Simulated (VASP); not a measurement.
# CoO (R-3m) in VASP: a series of runs

The runs below take CoO through relaxation of shape and atoms at fixed volume, single point, with PBEsol.

All numbers are computed with VASP 6.6.1; they aren't measurements. Logs are shortened: lines on timing, memory, paths and dates and some standing lists are left out, and cuts for length are marked.

### 1 The cell of the first run

It takes space group R-3m (No. 166, trigonal). Conventional cell: a = 2.968 Å, b = 2.968 Å, c = 6.200 Å, α = 90.00°, β = 90.00°, γ = 120.00°. Within 2.7 Å of Co (site symmetry -3m) lie 6 O at 2.00 Å and 6 Co at 2.68 Å. Within 2.7 Å of O (site symmetry -3m) lie 6 Co at 2.00 Å and 6 O at 2.68 Å.

### 2 Relaxation of shape and atoms at fixed volume, PBEsol, collinear spin, ferromagnetic start (7.88 Å³/atom)

File INCAR:

```
ALGO = Normal
EDIFF = 1E-7
EDIFFG = -0.01
ENCUT = 600
GGA = PS
IBRION = 2
ISIF = 4
ISMEAR = 0
ISPIN = 2
LASPH = T
LCHARG = F
LMAXMIX = 4
LORBIT = 11
LREAL = F
LWAVE = F
MAGMOM = 2.55 0.32
NELM = 150
NSW = 50
PREC = Accurate
SIGMA = 0.1
```

File KPOINTS:

```
k-points
0
Gamma
  18 18 18
```

File POSCAR:

```
CoO
1.0
    1.4839565340      0.8567627044      2.0665317410
   -1.4839565340      0.8567627044      2.0665317410
    0.0000000000     -1.7135254088      2.0665317410
Co O
1 1
Direct
    0.0000000000      0.0000000000      0.0000000000
    0.5000000000      0.5000000000      0.5000000000
```

Potentials or basis: VASP PAW PBE potentials, release 64 (Co, O).

Started as:

```bash
cat potpaw_PBE.64/Co/POTCAR potpaw_PBE.64/O/POTCAR > POTCAR
mpirun -np 1 vasp_std > vasp.out
```

OUTCAR:

```text
EDIFF = 1E-7
   EDIFFG = -0.01
   ENCUT = 600
   GGA = PS
   IBRION = 2
   ISIF = 4
   ISMEAR = 0
   ISPIN = 2
   LASPH = T
   LORBIT = 11
   LREAL = F
   NELM = 150
   NSW = 50
   PREC = Accurate

 ion  position               nearest neighbor table
   1  0.000  0.000  0.000-   2 2.00   2 2.00   2 2.00   2 2.00   2 2.00   2 2.00
   2  0.500  0.500  0.500-   1 2.00   1 2.00   1 2.00   1 2.00   1 2.00   1 2.00

  LATTYP: Found a trigonal (rhomboedric) cell.
 ALAT       =     2.6845339936
 COS(alpha) =     0.3888686808

  Lattice vectors:

 A1 = (   1.4839565340,   0.8567627044,   2.0665317410)
 A2 = (  -1.4839565340,   0.8567627044,   2.0665317410)
 A3 = (   0.0000000000,  -1.7135254088,   2.0665317410)

Analysis of symmetry for initial positions (statically):
=====================================================================
 Subroutine PRICEL returns:
 Original cell was already a primitive cell.

 Routine SETGRP: Setting up the symmetry group for a
 trigonal (rhombohedral) supercell.

 Subroutine GETGRP returns: Found 12 space group operations
 (whereof 12 operations were pure point group operations)
 out of a pool of 12 trial point group operations.

The static configuration has the point symmetry D_3d.

Analysis of symmetry for dynamics (positions and initial velocities):
=====================================================================
 Subroutine PRICEL returns:
 Original cell was already a primitive cell.

 Routine SETGRP: Setting up the symmetry group for a
 trigonal (rhombohedral) supercell.

 Subroutine GETGRP returns: Found 12 space group operations
 (whereof 12 operations were pure point group operations)
 out of a pool of 12 trial point group operations.

The dynamic configuration has the point symmetry D_3d.

Analysis of structural, dynamic, and magnetic symmetry:
=====================================================================
 Subroutine PRICEL returns:
 Original cell was already a primitive cell.

 Routine SETGRP: Setting up the symmetry group for a
 trigonal (rhombohedral) supercell.

 Subroutine GETGRP returns: Found 12 space group operations
 (whereof 12 operations were pure point group operations)
 out of a pool of 12 trial point group operations.

The overall configuration has the point symmetry D_3d.

 Subroutine INISYM returns: Found 12 space group operations
 (whereof 12 operations are pure point group operations),
 and found     1 'primitive' translations

----------------------------------------------------------------------------------------

                                     Primitive cell

  volume of cell :      15.7643

  direct lattice vectors                    reciprocal lattice vectors
     1.483956534  0.856762704  2.066531741     0.336937093  0.194530721  0.161300853
    -1.483956534  0.856762704  2.066531741    -0.336937093  0.194530721  0.161300853
     0.000000000 -1.713525409  2.066531741     0.000000000 -0.389061442  0.161300853

  length of vectors
     2.684533994  2.684533994  2.684533994     0.421173089  0.421173089  0.421173089

  position of ions in fractional coordinates (direct lattice)
     0.000000000  0.000000000  0.000000000
     0.500000000  0.500000000  0.500000000

  ion indices of the primitive-cell ions
   primitive index   ion index
                 1           1
                 2           2

----------------------------------------------------------------------------------------

 KPOINTS: k-points

Automatic generation of k-mesh.
 Grid dimensions read from file:
 generate k-points for:   18   18   18

 Generating k-lattice:

  Cartesian coordinates                     Fractional coordinates (reciprocal lattice)
     0.018718727  0.010807262  0.008961159     0.055555556  0.000000000  0.000000000
    -0.018718727  0.010807262  0.008961159     0.000000000  0.055555556  0.000000000
     0.000000000 -0.021614525  0.008961159     0.000000000  0.000000000  0.055555556

  Length of vectors
     0.023398505  0.023398505  0.023398505

  Shift w.r.t. Gamma in fractional coordinates (k-lattice)
     0.000000000  0.000000000  0.000000000

 Subroutine IBZKPT returns following result:
 ===========================================

 Found    580 irreducible k-points:

 Following reciprocal coordinates:
            Coordinates               Weight
  0.000000  0.000000  0.000000      1.000000
  0.055556  0.000000  0.000000      6.000000
  0.111111  0.000000  0.000000      6.000000
  0.166667  0.000000  0.000000      6.000000
  0.222222 -0.000000  0.000000      6.000000
  0.277778  0.000000  0.000000      6.000000
[... 16 lines left out ...]
 -0.277778  0.055556 -0.000000     12.000000
 -0.222222  0.055556 -0.000000     12.000000
 [... further k-points ...]
   k-points           NKPTS =    580   k-points in BZ     NKDIM =    580   number of bands    NBANDS=     12
   number of dos      NEDOS =    301   number of ions     NIONS =      2
   total plane-waves  NPLWV =  13824
   dimension x,y,z NGX =    24 NGY =   24 NGZ =   24
   dimension x,y,z NGXF=    48 NGYF=   48 NGZF=   48
   ions per type =               1   1
   NGX,Y,Z   is equivalent  to a cutoff of  14.86, 14.86, 14.86 a.u.
   NGXF,Y,Z  is equivalent  to a cutoff of  29.73, 29.73, 29.73 a.u.
 SYSTEM =  unknown system
   PREC   = accura    normal or accurate (medium, high low for compatibility)
   ISTART =      0    job   : 0-new  1-cont  2-samecut
   ICHARG =      2    charge: 1-file 2-atom 10-const
   ISPIN  =      2    spin polarized calculation?
   LNONCOLLINEAR =      F non collinear calculations
   LSORBIT =      F    spin-orbit coupling
   LASPH  =      T    aspherical Exc in radial PAW
   ENCUT  =  600.0 eV  44.10 Ry    6.64 a.u.   5.36  5.36  5.36*2*pi/ulx,y,z
   NELM   =    150;   NELMIN=  2; NELMDL= -5     # of ELM steps
   EDIFF  = 0.1E-06   stopping-criterion for ELM
   LREAL  =      F    real-space projection
   EDIFFG = -.1E-01   stopping-criterion for IOM
   NSW    =     50    number of steps for IOM
   IBRION =      2    ionic relax: 0-MD 1-quasi-New 2-CG
   NFREE  =      1    steps in history (QN), initial steepest desc. (CG)
   ISIF   =      4    stress and relaxation
   ISYM   =      2    0-nonsym 1-usesym 2-fastsym
   POTIM  = 0.5000    time-step for ionic-motion
   TEBEG  =    0.0;   TEEND  =   0.0 temperature during run
   PSTRESS=    0.0 pullay stress
   NELECT =      15.0000    total number of electrons
   NUPDOWN=      -1.0000    fix difference up-down
   EMIN   =  10.00;   EMAX   =-10.00  energy-range for DOS
   EFERMI =   0.00;   METHOD = LEGACY
   ISMEAR =     0;   SIGMA  =   0.10  broadening in eV -4-tet -1-fermi 0-gaus
   EFERMI_NEDOS =   21; number of points for ismear=-14 and -15
   IALGO  =     38    algorithm
   IMIX   =      4    mixing-type and parameters
     AMIX     =   0.40;   BMIX     =  1.00
     AMIX_MAG =   1.60;   BMIX_MAG =  1.00
  volume/ion in A,a.u.               =       7.88        53.19
  Fermi-wavevector in a.u.,A,eV,Ry     =   1.610202  3.042840 35.276490  2.592749
  Thomas-Fermi vector in A             =   2.705790
   LORBIT       =     11    0 simple, 1 ext, 2 COOP (PROOUT), +10 PAW based schemes
   GGA     = PS    functional components
   LHFCALC =     F    Hartree Fock is set to
   AEXX    =    0.0000 exact exchange contribution
   IVDW    =     0    specifies the selected vdW correction
   LEPSILON=     F    determine dielectric tensor
   LRPA    =     F    only Hartree local field effects (RPA)
 conjugate gradient relaxation of ions
 spin polarized calculation
 Gauss-broadening in eV      SIGMA  =   0.10
  energy-cutoff  :      600.00
  volume of cell :       15.76
 maximum number of plane-waves:       539
 NGX is ok and might be reduce to    24
   NGX = 11   NGY = 11   NGZ = 11

--------------------------------------- Ionic step        1  -------------------------------------------

 number of electron      15.0000002 magnetization       2.0573751

 Free energy of the ion-electron system (eV)
  ---------------------------------------------------
  ext. energy  EPLUGINS =         0.00000000
  ---------------------------------------------------
  free energy    TOTEN  =       -13.85984242 eV

  energy without entropy =      -13.84664762  energy(sigma->0) =      -13.85324502

------------------------ aborting loop because EDIFF is reached ----------------------------------------

  FORCE on cell =-STRESS in cart. coord.  units (eV):
  Direction    XX          YY          ZZ          XY          YZ          ZX
  --------------------------------------------------------------------------------------
  -------------------------------------------------------------------------------------
  Total        2.6078935      2.6078935      2.5206020      0.0000000      0.0000000      0.0000000
  in kB      265.0485157    265.0485157    256.1767981      0.0000000      0.0000000      0.0000000
  external PRESSURE =     262.0912765 kB  Pullay stress =       0.0000000 kB
[... 57 lines left out ...]
  energy  without entropy=      -13.8468441728  energy(sigma->0) =      -13.85339697

--------------------------------------- Ionic step        3  -------------------------------------------

 number of electron      15.0000002 magnetization       2.0668727

 Free energy of the ion-electron system (eV)
  ---------------------------------------------------
  ext. energy  EPLUGINS =         0.00000000
  ---------------------------------------------------
  free energy    TOTEN  =       -13.86009195 eV

  energy without entropy =      -13.84723742  energy(sigma->0) =      -13.85366468

 E-fermi :  10.8333     XC(G=0): -13.8996

 val. band max:       10.8303142046   @ k =  -0.2222   0.1111   0.0000
 cond. band min:      10.8341508604   @ k =  -0.3889   0.5000   0.1667
 fundamental gap:      0.0038366558
 Fermi energy:        10.8332802216

 spin component 1

 k-point     1 :       0.0000    0.0000    0.0000
  band No.  band energies     occupation
      1     -11.3774      1.00000
      2       6.4425      1.00000
      3       6.4425      1.00000
      4       7.2153      1.00000
      5       7.2153      1.00000
      6       7.4315      1.00000
      7       7.9534      1.00000
      8       7.9534      1.00000
      9       8.3086      1.00000
     10      13.1117      0.00000
     11      28.1263      0.00000
     12      29.1474      0.00000
[... 331 lines left out ...]
 k-point    24 :      -0.2222    0.0556   -0.0000
  band No.  band energies     occupation
      1     -10.6468      1.00000
      2       3.1574      1.00000
      3       4.4865      1.00000
      4       5.2732      1.00000
      5       7.9547      1.00000
      6       8.4022      1.00000
      7       8.6199      1.00000
      8       9.7846      1.00000
      9      10.4320      1.00000
     10      15.6660      0.00000
     11      23.4166      0.00000
     12      27.2103      0.00000

 [... further k-points ...]

 spin component 2

 k-point     1 :       0.0000    0.0000    0.0000
  band No.  band energies     occupation
      1     -11.0658      1.00000
      2       6.7745      1.00000
      3       6.7745      1.00000
      4       7.8409      1.00000
      5       8.6896      1.00000
      6       8.6896      1.00000
      7       9.6866      1.00000
      8      10.2750      1.00000
      9      10.2750      1.00000
     10      13.5709      0.00000
     11      28.1536      0.00000
     12      29.6461      0.00000
[... 374 lines left out ...]
  FREE ENERGIE OF THE ION-ELECTRON SYSTEM (eV)
  ---------------------------------------------------
  free  energy   TOTEN  =       -13.8600919500 eV

  energy  without entropy=      -13.8472374166  energy(sigma->0) =      -13.85366468

 reached required accuracy - stopping structural energy minimisation

 total charge

# of ion       s       p       d       tot
------------------------------------------
    1        0.363   0.510   7.379   8.251
    2        1.556   3.468   0.000   5.024
--------------------------------------------------
tot          1.918   3.977   7.379  13.274

 magnetization (x)

# of ion       s       p       d       tot
------------------------------------------
    1        0.018   0.018   1.832   1.868
    2        0.031   0.137   0.000   0.168
--------------------------------------------------
tot          0.049   0.155   1.832   2.036
```

It took 4.2 min on 1 thread of Intel Xeon Platinum 8488C (Sapphire Rapids), shared host; peak memory 0.35 GiB.

What came out:

```
Free energy                                           : -13.8601 eV
Energy gained by relaxing                             : 0.1 meV/atom
Ionic steps                                           : 3
Pressure after relaxing                               : 26.0 GPa
Net moment                                            : 2.07 μB per cell
Site moments                                          : Co +1.87; O +0.17 μB
Valence electrons inside the program's atomic spheres : Co 8.25; O 5.02
```

Step by step:
```tsv
step	energy change (eV)	largest force (eV/Å)	pressure (GPa)	volume (Å³)
1	0.0000	0.0000	26.21	15.76
2	-0.0001	0.0000	26.14	15.76
3	-0.0002	0.0000	25.95	15.76
```

Final structure:
```yaml
crystal:
  lattice:
    - [1.48813, 0.85917, 2.05494]
    - [-1.48813, 0.85917, 2.05494]
    - [0.00000, -1.71835, 2.05494]
  atoms:
    - { symbol: Co, position: [0.00000, 0.00000, 0.00000] }
    - { symbol: O, position: [0.50000, 0.50000, 0.50000] }
```

Caveat: the PAW data sets were made with another functional, which shifts forces and pressure a little; a cell with one magnetic atom can't hold antiferromagnetic order, which such compounds often take; semilocal functionals often make such compounds metallic where correlation or magnetic order opens a gap, which also shifts bond lengths.

### 3 Single point, PBEsol, collinear spin, ferromagnetic start (8.42 Å³/atom)

This run uses another cell than the first one, of 8.42 Å³/atom.

File INCAR:

```
ALGO = Normal
EDIFF = 1E-6
ENCUT = 520
GGA = PS
ISIF = 2
ISMEAR = 0
ISPIN = 2
LASPH = T
LCHARG = F
LMAXMIX = 4
LORBIT = 11
LREAL = F
LWAVE = F
MAGMOM = 2.55 0.32
NBANDS = 18
NELM = 150
PREC = Accurate
SIGMA = 0.1
```

KPOINTS is that of step 2.

File POSCAR:

```
CoO
1.0
    1.5101723857      0.8718984334      2.1314569834
   -1.5101723857      0.8718984334      2.1314569834
    0.0000000000     -1.7437968668      2.1314569834
Co O
1 1
Direct
    0.0000000000      0.0000000000      0.0000000000
    0.5000000000      0.5000000000      0.5000000000
```

Potentials or basis: VASP PAW PBE potentials, release 64 (Co, O).

Started as:

```bash
cat potpaw_PBE.64/Co/POTCAR potpaw_PBE.64/O/POTCAR > POTCAR
mpirun -np 1 vasp_std > vasp.out
```

OUTCAR:

```text
EDIFF = 1E-6
   ENCUT = 520
   GGA = PS
   ISIF = 2
   ISMEAR = 0
   ISPIN = 2
   LASPH = T
   LORBIT = 11
   LREAL = F
   NELM = 150
   PREC = Accurate

 ion  position               nearest neighbor table
   1  0.000  0.000  0.000-   2 2.04   2 2.04   2 2.04   2 2.04   2 2.04   2 2.04
   2  0.500  0.500  0.500-   1 2.04   1 2.04   1 2.04   1 2.04   1 2.04   1 2.04

  LATTYP: Found a trigonal (rhomboedric) cell.
 ALAT       =     2.7538947665
[... 1226 lines left out ...]
  in kB      105.3989665    105.3989665    108.8423662      0.0000000      0.0000000      0.0000000
  external PRESSURE =     106.5467664 kB  Pullay stress =       0.0000000 kB

 VOLUME and BASIS-vectors are now :
 -----------------------------------------------------------------------------
  energy-cutoff  :      520.00
  volume of cell :       16.84
      direct lattice vectors                 reciprocal lattice vectors
     1.510172386  0.871898433  2.131456983     0.331088030  0.191153763  0.156387549
    -1.510172386  0.871898433  2.131456983    -0.331088030  0.191153763  0.156387549
     0.000000000 -1.743796867  2.131456983     0.000000000 -0.382307526  0.156387549

 POSITION                                       TOTAL-FORCE (eV/Angst)
 -----------------------------------------------------------------------------------
      0.00000      0.00000      0.00000         0.000000     -0.000000     -0.000000
      0.00000      0.00000      3.19719         0.000000      0.000000      0.000000
 -----------------------------------------------------------------------------------
    total drift:                               -0.000000     -0.000000      0.000000

  FREE ENERGIE OF THE ION-ELECTRON SYSTEM (eV)
  ---------------------------------------------------
  free  energy   TOTEN  =       -13.9807863447 eV

  energy  without entropy=      -13.9664754088  energy(sigma->0) =      -13.97363088

 total charge

# of ion       s       p       d       tot
------------------------------------------
    1        0.339   0.456   7.286   8.082
    2        1.556   3.443   0.000   4.999
--------------------------------------------------
tot          1.896   3.899   7.286  13.081

 magnetization (x)

# of ion       s       p       d       tot
------------------------------------------
    1        0.019   0.019   2.123   2.161
    2        0.031   0.185   0.000   0.216
--------------------------------------------------
tot          0.050   0.204   2.123   2.377
```

OSZICAR:

```text
N       E                     dE             d eps       ncg     rms          rms(c)
DAV:   1     0.748855739518E+02    0.74886E+02   -0.66467E+03 43992   0.992E+02
DAV:   2    -0.119182379415E+02   -0.86804E+02   -0.75282E+02 44388   0.226E+02
DAV:   3    -0.162876692787E+02   -0.43694E+01   -0.42357E+01 48968   0.535E+01
DAV:   4    -0.163290516179E+02   -0.41382E-01   -0.41350E-01 48480   0.494E+00
DAV:   5    -0.163299146762E+02   -0.86306E-03   -0.86295E-03 50868   0.704E-01    0.175E+01
DAV:   6    -0.149562215102E+02    0.13737E+01   -0.12322E+01 52304   0.600E+01    0.178E+01
DAV:   7    -0.140530089534E+02    0.90321E+00   -0.42468E+00 51686   0.418E+01    0.770E+00
DAV:   8    -0.139867114400E+02    0.66298E-01   -0.29213E-01 58062   0.716E+00    0.378E+00
DAV:   9    -0.139826181581E+02    0.40933E-02   -0.22774E-02 62706   0.198E+00    0.777E-01
DAV:  10    -0.139806919353E+02    0.19262E-02   -0.95589E-03 52220   0.148E+00    0.161E-01
DAV:  11    -0.139807836811E+02   -0.91746E-04   -0.47410E-04 51534   0.205E-01    0.624E-02
DAV:  12    -0.139807885744E+02   -0.48932E-05   -0.56739E-05 59124   0.600E-02    0.468E-02
DAV:  13    -0.139807869054E+02    0.16689E-05   -0.93343E-06 48102   0.356E-02    0.130E-02
DAV:  14    -0.139807863447E+02    0.56071E-06   -0.69730E-06 33528   0.249E-02
   1 F= -.13980786E+02 E0= -.13973631E+02  d E =-.143109E-01  mag=     2.4147
```

Run time: 4.2 min. Hardware: 1 thread of Oxide Virtual Turin-like, shared host; peak memory 0.32 GiB.

Results:

* Free energy: -13.9808 eV
* Pressure: 10.7 GPa
* Net moment: 2.42 μB per cell
* Site moments: Co +2.16; O +0.22 μB
* Valence electrons inside the program's atomic spheres: Co 8.08; O 5.00

Caveat: the cell stands under pressure; the PAW data sets were made with another functional, which shifts forces and pressure a little; a cell with one magnetic atom can't hold antiferromagnetic order, which such compounds often take; semilocal functionals often make such compounds metallic where correlation or magnetic order opens a gap, which also shifts bond lengths. With open d or f shells a metallic result of PBEsol can be an artefact of self-interaction; +U or a hybrid may open a gap.

(Part 1 of 2 ends here.)
